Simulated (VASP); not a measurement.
The system is C.

```
C
1.0
     4.09579    0.00000    0.00000
    -2.04790    3.54706    0.00000
     0.00000    0.00000    1.28143
C
1
Cartesian
  0.0000 0.0000 0.0000
```

```yaml
Program: VASP 6.6.1
Task: relaxation of cell and atoms
Functional: PBE
Potentials_or_basis: VASP PAW PBE potentials, release 64 (C)
Cutoff: 600 eV
k_mesh: 9 × 9 × 20
Occupations: gaussian, width 0.02 eV
Spin: no spin polarisation
```

At the start: pressure 0.1 GPa; volume 18.62 Å³/atom.

Question: How do energy, volume and symmetry change on relaxing?

Answer: Over 14 steps the energy falls by 19.3 meV/atom and the volume is 14.27 Å³/atom (-23.3 %); space group P6/mmm (No. 191, to 0.05 Å).

The path:
```csv
step,energy change (eV),largest force (eV/Å),pressure (GPa),volume (Å³)
1,0.0000,0.0000,0.12,18.62
2,0.0042,0.0000,-3.78,18.65
3,-0.0004,0.0000,-0.78,18.62
4,-0.0014,0.0000,-0.81,18.43
5,-0.0045,0.0000,-0.88,17.85
6,-0.0106,0.0000,-1.00,16.71
7,-0.0188,0.0000,-0.98,14.55
8,-0.0103,0.0000,5.73,14.04
9,-0.0191,0.0000,-0.05,14.48
10,-0.0191,0.0000,-0.03,14.47
11,-0.0192,0.0000,0.07,14.41
12,-0.0192,0.0000,0.13,14.37
13,-0.0192,0.0000,0.23,14.29
14,-0.0193,0.0000,0.00,14.27
```

Final structure:
```
C
1.0
     3.58383    0.00000    0.00000
    -1.79191    3.10369    0.00000
     0.00000    0.00000    1.28300
C
1
Direct
  0.00000 0.00000 0.00000
```

Caveat: the volume moved by over 15 % at a fixed basis, so the end points are rough.
